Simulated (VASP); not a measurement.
# LiCl (Fm-3m) in VASP: notebook

Runs on LiCl. Level: PBE. Tasks: single point.

All numbers are computed with VASP 6.6.1; they aren't measurements. Logs are shortened: lines on timing, memory, paths and dates and some standing lists are left out, and cuts for length are marked.

## (1) The cell of the first run

The structure is cubic, space group Fm-3m (No. 225). Conventional cell: a = 5.130 Å, b = 5.130 Å, c = 5.130 Å, α = 90.00°, β = 90.00°, γ = 90.00°. Within 3.4 Å of Cl (site symmetry m-3m) lie 6 Li at 2.56 Å. Li (site symmetry m-3m) has 6 Cl at 2.56 Å within 3.4 Å.

## (2) Single point, PBE

INCAR reads:

```
PREC     = Accurate       # precision mode
ENCUT    = 520            # plane-wave cutoff, eV
EDIFF    = 1E-7           # SCF threshold, eV
ISMEAR   = -1             # smearing method
SIGMA    = 0.05           # smearing width, eV
LREAL    = False          # projectors in reciprocal space
LASPH    = True           # aspherical terms in the spheres
NELM     = 80             # most SCF steps
ALGO     = Normal         # electronic algorithm
ISIF     = 2              # what is computed and relaxed
LWAVE    = False          # write WAVECAR
LCHARG   = False          # write CHGCAR
GGA      = PE             # functional
NBANDS   = 12             # bands
```

KPOINTS reads:

```
Automatic mesh
0
Gamma
  9 9 9
```

POSCAR reads:

```
LiCl
1.0
    0.0000000000      2.5647700000      2.5647700000
    2.5647700000      0.0000000000      2.5647700000
    2.5647700000      2.5647700000      0.0000000000
Cl Li
1 1
Direct
    0.5000000000      0.5000000000      0.5000000000
    0.0000000000      0.0000000000      0.0000000000
```

Potentials or basis: VASP PAW PBE potentials, release 64 (Cl, Li_sv).

Launch:

```sh
$ cat potpaw_PBE.64/Cl/POTCAR potpaw_PBE.64/Li_sv/POTCAR > POTCAR
$ mpirun -np 1 vasp_std > vasp.out
```

OUTCAR:

```text
PREC = Accurate
   ENCUT = 520
   EDIFF = 1E-7
   ISMEAR = -1
   LREAL = False
   LASPH = True
   NELM = 80
   ISIF = 2
   GGA = PE

 ion  position               nearest neighbor table
   1  0.500  0.500  0.500-   2 2.56   2 2.56   2 2.56   2 2.56   2 2.56   2 2.56
   2  0.000  0.000  0.000-   1 2.56   1 2.56   1 2.56   1 2.56   1 2.56   1 2.56

  LATTYP: Found a face centered cubic cell.
 ALAT       =     5.1295400000

  Lattice vectors:

 A1 = (   0.0000000000,   2.5647700000,   2.5647700000)
 A2 = (   2.5647700000,   0.0000000000,   2.5647700000)
 A3 = (   2.5647700000,   2.5647700000,   0.0000000000)

Analysis of symmetry for initial positions (statically):
=====================================================================
 Subroutine PRICEL returns:
 Original cell was already a primitive cell.

 Routine SETGRP: Setting up the symmetry group for a
 face centered cubic supercell.

 Subroutine GETGRP returns: Found 48 space group operations
 (whereof 48 operations were pure point group operations)
 out of a pool of 48 trial point group operations.

The static configuration has the point symmetry O_h .

Analysis of symmetry for dynamics (positions and initial velocities):
=====================================================================
 Subroutine PRICEL returns:
 Original cell was already a primitive cell.

 Routine SETGRP: Setting up the symmetry group for a
 face centered cubic supercell.

 Subroutine GETGRP returns: Found 48 space group operations
 (whereof 48 operations were pure point group operations)
 out of a pool of 48 trial point group operations.

The dynamic configuration has the point symmetry O_h .

 Subroutine INISYM returns: Found 48 space group operations
 (whereof 48 operations are pure point group operations),
 and found     1 'primitive' translations

----------------------------------------------------------------------------------------

                                     Primitive cell

  volume of cell :      33.7423

  direct lattice vectors                    reciprocal lattice vectors
     0.000000000  2.564770000  2.564770000    -0.194949255  0.194949255  0.194949255
     2.564770000  0.000000000  2.564770000     0.194949255 -0.194949255  0.194949255
     2.564770000  2.564770000  0.000000000     0.194949255  0.194949255 -0.194949255

  length of vectors
     3.627132518  3.627132518  3.627132518     0.337662014  0.337662014  0.337662014

  position of ions in fractional coordinates (direct lattice)
     0.500000000  0.500000000  0.500000000
     0.000000000  0.000000000  0.000000000

  ion indices of the primitive-cell ions
   primitive index   ion index
                 1           1
                 2           2

----------------------------------------------------------------------------------------

 KPOINTS: Automatic mesh

Automatic generation of k-mesh.
 Grid dimensions read from file:
 generate k-points for:    9    9    9

 Generating k-lattice:

  Cartesian coordinates                     Fractional coordinates (reciprocal lattice)
    -0.021661028  0.021661028  0.021661028     0.111111111  0.000000000  0.000000000
     0.021661028 -0.021661028  0.021661028     0.000000000  0.111111111  0.000000000
     0.021661028  0.021661028 -0.021661028     0.000000000  0.000000000  0.111111111

  Length of vectors
     0.037518002  0.037518002  0.037518002

  Shift w.r.t. Gamma in fractional coordinates (k-lattice)
     0.000000000  0.000000000  0.000000000

 Subroutine IBZKPT returns following result:
 ===========================================

 Found     35 irreducible k-points:

 Following reciprocal coordinates:
            Coordinates               Weight
  0.000000  0.000000  0.000000      1.000000
  0.111111  0.000000  0.000000      8.000000
  0.222222  0.000000  0.000000      8.000000
  0.333333  0.000000  0.000000      8.000000
  0.444444  0.000000  0.000000      8.000000
  0.111111  0.111111  0.000000      6.000000
[... 16 lines left out ...]
 -0.333333  0.333333  0.000000     12.000000
  0.444444  0.444444  0.000000      6.000000
 [... further k-points ...]
   k-points           NKPTS =     35   k-points in BZ     NKDIM =     35   number of bands    NBANDS=     12
   number of dos      NEDOS =    301   number of ions     NIONS =      2
   total plane-waves  NPLWV =  21952
   dimension x,y,z NGX =    28 NGY =   28 NGZ =   28
   dimension x,y,z NGXF=    56 NGYF=   56 NGZF=   56
   ions per type =               1   1
   NGX,Y,Z   is equivalent  to a cutoff of  12.83, 12.83, 12.83 a.u.
   NGXF,Y,Z  is equivalent  to a cutoff of  25.67, 25.67, 25.67 a.u.
 SYSTEM =  unknown system
   PREC   = accura    normal or accurate (medium, high low for compatibility)
   ISTART =      0    job   : 0-new  1-cont  2-samecut
   ICHARG =      2    charge: 1-file 2-atom 10-const
   ISPIN  =      1    spin polarized calculation?
   LNONCOLLINEAR =      F non collinear calculations
   LSORBIT =      F    spin-orbit coupling
   LASPH  =      T    aspherical Exc in radial PAW
   ENCUT  =  520.0 eV  38.22 Ry    6.18 a.u.   6.74  6.74  6.74*2*pi/ulx,y,z
   NELM   =     80;   NELMIN=  2; NELMDL= -5     # of ELM steps
   EDIFF  = 0.1E-06   stopping-criterion for ELM
   LREAL  =      F    real-space projection
   EDIFFG = 0.1E-05   stopping-criterion for IOM
   NSW    =      0    number of steps for IOM
   IBRION =     -1    ionic relax: 0-MD 1-quasi-New 2-CG
   NFREE  =      0    steps in history (QN), initial steepest desc. (CG)
   ISIF   =      2    stress and relaxation
   ISYM   =      2    0-nonsym 1-usesym 2-fastsym
   POTIM  = 0.5000    time-step for ionic-motion
   TEBEG  =    0.0;   TEEND  =   0.0 temperature during run
   PSTRESS=    0.0 pullay stress
   NELECT =      10.0000    total number of electrons
   NUPDOWN=      -1.0000    fix difference up-down
   EMIN   =  10.00;   EMAX   =-10.00  energy-range for DOS
   EFERMI =   0.00;   METHOD = LEGACY
   ISMEAR =    -1;   SIGMA  =   0.05  broadening in eV -4-tet -1-fermi 0-gaus
   EFERMI_NEDOS =   21; number of points for ismear=-14 and -15
   IALGO  =     38    algorithm
   IMIX   =      4    mixing-type and parameters
     AMIX     =   0.40;   BMIX     =  1.00
     AMIX_MAG =   1.60;   BMIX_MAG =  1.00
  volume/ion in A,a.u.               =      16.87       113.85
  Fermi-wavevector in a.u.,A,eV,Ry     =   1.091482  2.062601 16.209056  1.191332
  Thomas-Fermi vector in A             =   2.227728
   LORBIT       =      0    0 simple, 1 ext, 2 COOP (PROOUT), +10 PAW based schemes
   GGA     = PE    functional components
   LHFCALC =     F    Hartree Fock is set to
   AEXX    =    0.0000 exact exchange contribution
   IVDW    =     0    specifies the selected vdW correction
   LEPSILON=     F    determine dielectric tensor
   LRPA    =     F    only Hartree local field effects (RPA)
 non-spin polarized calculation
  energy-cutoff  :      520.00
  volume of cell :       33.74
 maximum number of plane-waves:       922
   NGX = 13   NGY = 13   NGZ = 13

 number of electron      10.0000005 magnetization

 Free energy of the ion-electron system (eV)
  ---------------------------------------------------
  ext. energy  EPLUGINS =         0.00000000
  ---------------------------------------------------
  free energy    TOTEN  =        -7.38575066 eV

  energy without entropy =       -7.38575066  energy(sigma->0) =       -7.38575066

 E-fermi :   1.7535     XC(G=0):  -8.7308

 val. band max:        0.5795991097   @ k =   0.0000   0.0000   0.0000
 cond. band min:       6.9205344045   @ k =   0.0000   0.0000   0.0000
 fundamental gap:      6.3409352948
 Fermi energy:         1.7534948823

 k-point     1 :       0.0000    0.0000    0.0000
  band No.  band energies     occupation
      1     -42.9428      2.00000
      2     -12.8170      2.00000
      3       0.5796      2.00000
      4       0.5796      2.00000
      5       0.5796      2.00000
      6       6.9205      0.00000
      7      12.5179      0.00000
      8      12.5179      0.00000
      9      12.5179      0.00000
     10      15.1081      0.00000
     11      15.1082      0.00000
     12      15.1132      0.00000

 k-point     2 :       0.1111    0.0000    0.0000
  band No.  band energies     occupation
      1     -42.9425      2.00000
      2     -12.7569      2.00000
      3       0.1540      2.00000
      4       0.5467      2.00000
      5       0.5467      2.00000
      6       7.3005      0.00000
      7      11.8398      0.00000
      8      12.4846      0.00000
      9      12.4846      0.00000
     10      13.7246      0.00000
     11      13.7246      0.00000
     12      15.5079      0.00000

 k-point     3 :       0.2222    0.0000    0.0000
  band No.  band energies     occupation
      1     -42.9417      2.00000
      2     -12.5978      2.00000
      3      -0.7598      2.00000
      4       0.4672      2.00000
      5       0.4672      2.00000
      6       7.7882      0.00000
      7      11.4500      0.00000
      8      11.5351      0.00000
      9      11.5352      0.00000
     10      14.2254      0.00000
     11      14.2254      0.00000
     12      16.0065      0.00000
[... 286 lines left out ...]
 k-point    23 :      -0.3333    0.3333    0.0000
  band No.  band energies     occupation
      1     -42.9395      2.00000
      2     -12.0735      2.00000
      3      -1.6001      2.00000
      4      -1.4486      2.00000
      5      -0.0668      2.00000
      6       8.7209      0.00000
      7      11.1713      0.00000
      8      11.5295      0.00000
      9      11.5892      0.00000
     10      15.1118      0.00000
     11      16.6694      0.00000
     12      18.9918      0.00000

 k-point    24 :       0.4444    0.4444    0.0000
  band No.  band energies     occupation
      1     -42.9395      2.00000
      2     -12.0330      2.00000
      3      -2.2291      2.00000
      4      -0.4918      2.00000
      5      -0.4918      2.00000
      6       8.5227      0.00000
      7       8.9363      0.00000
      8      12.7399      0.00000
      9      14.5461      0.00000
     10      14.5461      0.00000
     11      17.4936      0.00000
     12      19.3286      0.00000

 [... further k-points ...]

------------------------ aborting loop because EDIFF is reached ----------------------------------------

  FORCE on cell =-STRESS in cart. coord.  units (eV):
  Direction    XX          YY          ZZ          XY          YZ          ZX
  --------------------------------------------------------------------------------------
  -------------------------------------------------------------------------------------
  Total        0.0604943      0.0604943      0.0604943      0.0000000      0.0000000     -0.0000000
  in kB        2.8724336      2.8724336      2.8724336      0.0000000      0.0000000     -0.0000000
  external PRESSURE =       2.8724336 kB  Pullay stress =       0.0000000 kB

 VOLUME and BASIS-vectors are now :
 -----------------------------------------------------------------------------
  energy-cutoff  :      520.00
  volume of cell :       33.74
      direct lattice vectors                 reciprocal lattice vectors
     0.000000000  2.564770000  2.564770000    -0.194949255  0.194949255  0.194949255
     2.564770000  0.000000000  2.564770000     0.194949255 -0.194949255  0.194949255
     2.564770000  2.564770000  0.000000000     0.194949255  0.194949255 -0.194949255

 POSITION                                       TOTAL-FORCE (eV/Angst)
 -----------------------------------------------------------------------------------
      2.56477      2.56477      2.56477         0.000000      0.000000      0.000000
      0.00000      0.00000      0.00000        -0.000000     -0.000000     -0.000000
 -----------------------------------------------------------------------------------
    total drift:                                0.000000      0.000000      0.000000

  FREE ENERGIE OF THE ION-ELECTRON SYSTEM (eV)
  ---------------------------------------------------
  free  energy   TOTEN  =        -7.3857506628 eV

  energy  without entropy=       -7.3857506628  energy(sigma->0) =       -7.38575066
```

It took 26 s on 1 thread of Intel Xeon 8259CL, shared host; peak memory 0.15 GiB.

Results:

```yaml
Free_energy: -7.3858 eV
Band_gap_on_the_k_mesh: 6.34 eV, direct
```

Caveat: the cutoff is under 1.25 times the usual one of these potentials, so pressure, stress and relaxed cells hold a basis-set (Pulay) error. As with any semilocal functional, this PBE gap is likely too small.

## (3) Single point, PBE (volume scaled by 0.98)

INCAR reads:

```
ALGO = Normal
EDIFF = 1E-6
ENCUT = 520
GGA = PE
ISIF = 2
ISMEAR = -1
LASPH = T
LCHARG = F
LREAL = F
LWAVE = F
NBANDS = 12
NELM = 100
PREC = Accurate
SIGMA = 0.05
```

KPOINTS reads:

```
k-points
0
Gamma
  9 9 9
```

POSCAR reads:

```
LiCl
1.0
    0.0000000000      2.5475562599      2.5475562599
    2.5475562599      0.0000000000      2.5475562599
    2.5475562599      2.5475562599      0.0000000000
Cl Li
1 1
Direct
    0.5000000000      0.5000000000      0.5000000000
    0.0000000000      0.0000000000      0.0000000000
```

Potentials or basis: VASP PAW PBE potentials, release 64 (Cl, Li_sv).

Launch:

```sh
$ cat potpaw_PBE.64/Cl/POTCAR potpaw_PBE.64/Li_sv/POTCAR > POTCAR
$ mpirun -np 1 vasp_std > vasp.out
```

Wall time 22 s (1 thread of Intel Xeon 8259CL, shared host); peak memory 0.15 GiB.

It converged, with:

```
Free energy            : -7.3827 eV
Band gap on the k mesh : 6.46 eV, direct
```

Levels at points of the mesh, in eV from the valence-band top:
| k point | band 1 | band 2 | band 3 | band 4 | band 5 | band 6 | band 7 | band 8 | band 9 | band 10 |
| --- | --- | --- | --- | --- | --- | --- | --- | --- | --- | --- |
| (0.00, 0.00, 0.00) | -43.49 | -13.47 | 0.00 | 0.00 | 0.00 | 6.46 | 11.96 | 11.96 | 11.96 | 14.65 |

Caveat: the cutoff is under 1.25 times the usual one of these potentials, so pressure, stress and relaxed cells hold a basis-set (Pulay) error. A k mesh can miss the band edges.

## (4) Single point, PBE (volume scaled by 1.02)

INCAR reads:

```
PREC     = Accurate       # precision mode
ENCUT    = 520            # plane-wave cutoff, eV
EDIFF    = 1E-6           # SCF threshold, eV
ISMEAR   = -1             # smearing method
SIGMA    = 0.05           # smearing width, eV
LREAL    = False          # projectors in reciprocal space
LASPH    = True           # aspherical terms in the spheres
NELM     = 60             # most SCF steps
ALGO     = Normal         # electronic algorithm
ISIF     = 2              # what is computed and relaxed
LWAVE    = False          # write WAVECAR
LCHARG   = False          # write CHGCAR
GGA      = PE             # functional
NBANDS   = 12             # bands
```

KPOINTS reads:

```
Automatic mesh
0
Gamma
  9 9 9
```

POSCAR reads:

```
LiCl
1.0
    0.0000000000      2.5817557268      2.5817557268
    2.5817557268      0.0000000000      2.5817557268
    2.5817557268      2.5817557268      0.0000000000
Cl Li
1 1
Direct
    0.5000000000      0.5000000000      0.5000000000
    0.0000000000      0.0000000000      0.0000000000
```

Launch:

```sh
$ cat potpaw_PBE.64/Cl/POTCAR potpaw_PBE.64/Li_sv/POTCAR > POTCAR
$ mpirun -np 1 vasp_std > vasp.out
```

Run time: 23 s. Hardware: 1 thread of Intel Xeon 8259CL, shared host; peak memory 0.15 GiB.

Results (log left out):

| Quantity | Value |
| --- | --- |
| Free energy | -7.3860 eV |
| Band gap on the k mesh | 6.23 eV, direct |

Levels at points of the mesh, in eV from the valence-band top:
| k point | band 2 | band 3 | band 4 | band 5 | band 6 | band 7 | band 8 | band 9 |
| --- | --- | --- | --- | --- | --- | --- | --- | --- |
| (0.00, 0.00, 0.00) | -13.33 | 0.00 | 0.00 | 0.00 | 6.23 | 11.92 | 11.92 | 11.92 |

Caveat: the cutoff is under 1.25 times the usual one of these potentials, so pressure, stress and relaxed cells hold a basis-set (Pulay) error. A k mesh can miss the band edges.

## (5) Single point, PBE (volume scaled by 1.04)

INCAR reads:

```
SYSTEM = LiCl
ALGO = Normal ; EDIFF = 1E-6
ENCUT = 520 ; GGA = PE
ISIF = 2 ; ISMEAR = -1
LASPH = .True. ; LCHARG = .True.
LELF = .True. ; LREAL = .False.
LVHAR = .True. ; LWAVE = .False.
NBANDS = 12 ; NELM = 60
PREC = Accurate ; SIGMA = 0.05
```

KPOINTS reads:

```
k-points
0
Gamma
  9 9 9
  0 0 0
```

POSCAR reads:

```
LiCl
1.0
    0.0000000000      2.5985208441      2.5985208441
    2.5985208441      0.0000000000      2.5985208441
    2.5985208441      2.5985208441      0.0000000000
Cl Li
1 1
Direct
    0.5000000000      0.5000000000      0.5000000000
    0.0000000000      0.0000000000      0.0000000000
```

Launch:

```sh
$ cat potpaw_PBE.64/Cl/POTCAR potpaw_PBE.64/Li_sv/POTCAR > POTCAR
$ mpirun -np 1 vasp_std > vasp.out
```

Wall time 23 s (1 thread of Intel Xeon 8259CL, shared host); peak memory 0.15 GiB.

The run converged. Its results:

* Free energy: -7.3837 eV
* Band gap on the k mesh: 6.12 eV, direct

Levels at points of the mesh, in eV from the valence-band top:
```csv
k point,band 1,band 2,band 3,band 4,band 5,band 6,band 7,band 8,band 9,band 10
"(0.00, 0.00, 0.00)",-43.60,-13.26,0.00,0.00,0.00,6.12,11.90,11.90,11.90,14.29
```

Caveat: the cutoff is under 1.25 times the usual one of these potentials, so pressure, stress and relaxed cells hold a basis-set (Pulay) error.

## (6) Single point, PBE (volume scaled by 1.06)

INCAR reads:

```
PREC     = Accurate       # precision mode
ENCUT    = 520            # plane-wave cutoff, eV
EDIFF    = 1E-6           # SCF threshold, eV
ISMEAR   = -1             # smearing method
SIGMA    = 0.05           # smearing width, eV
LREAL    = False          # projectors in reciprocal space
LASPH    = True           # aspherical terms in the spheres
NELM     = 80             # most SCF steps
ALGO     = Normal         # electronic algorithm
ISIF     = 2              # what is computed and relaxed
LWAVE    = False          # write WAVECAR
LCHARG   = True           # write CHGCAR
GGA      = PE             # functional
LELF     = True           # ELF
LVHAR    = True         
NBANDS   = 12             # bands
```

KPOINTS reads:

```
Automatic mesh
0
Gamma
  9 9 9
```

POSCAR reads:

```
LiCl
1.0
    0.0000000000      2.6150723786      2.6150723786
    2.6150723786      0.0000000000      2.6150723786
    2.6150723786      2.6150723786      0.0000000000
Cl Li
1 1
Direct
    0.5000000000      0.5000000000      0.5000000000
    0.0000000000      0.0000000000      0.0000000000
```

Potentials or basis: VASP PAW PBE potentials, release 64 (Cl, Li_sv).

Launch:

```sh
$ cat potpaw_PBE.64/Cl/POTCAR potpaw_PBE.64/Li_sv/POTCAR > POTCAR
$ mpirun -np 1 vasp_std > vasp.out
```

Wall time 23 s (1 thread of Intel Xeon 8259CL, shared host); peak memory 0.15 GiB.

It converged, with:

* Free energy: -7.3791 eV
* Band gap on the k mesh: 6.02 eV, direct

Levels at points of the mesh, in eV from the valence-band top:
```csv
k point,band 1,band 2,band 3,band 4,band 5,band 6,band 7,band 8,band 9,band 10
"(0.00, 0.00, 0.00)",-43.63,-13.20,0.00,0.00,0.00,6.02,11.88,11.88,11.88,14.18
```

Caveat: the cutoff is under 1.25 times the usual one of these potentials, so pressure, stress and relaxed cells hold a basis-set (Pulay) error. A k mesh can miss the band edges.

## (7) The runs side by side

```tsv
cell	gap on the mesh (eV)
a = 3.627 Å, angles 60.0°, 2 atoms	6.34
a = 3.603 Å, angles 60.0°, 2 atoms	6.46
a = 3.651 Å, angles 60.0°, 2 atoms	6.23
a = 3.675 Å, angles 60.0°, 2 atoms	6.12
a = 3.698 Å, angles 60.0°, 2 atoms	6.02
```

Alike in all rows: task single point; level PBE; potentials or basis VASP PAW PBE potentials, release 64 (Cl, Li_sv); no spin polarisation; k mesh 9 × 9 × 9; cutoff (eV) 520; smearing fermi-dirac 0.05 eV.

Caveats: the cutoff is under 1.25 times the usual one of these potentials, so pressure, stress and relaxed cells hold a basis-set (Pulay) error.

Absolute energies hang on the potentials; compare differences alone.
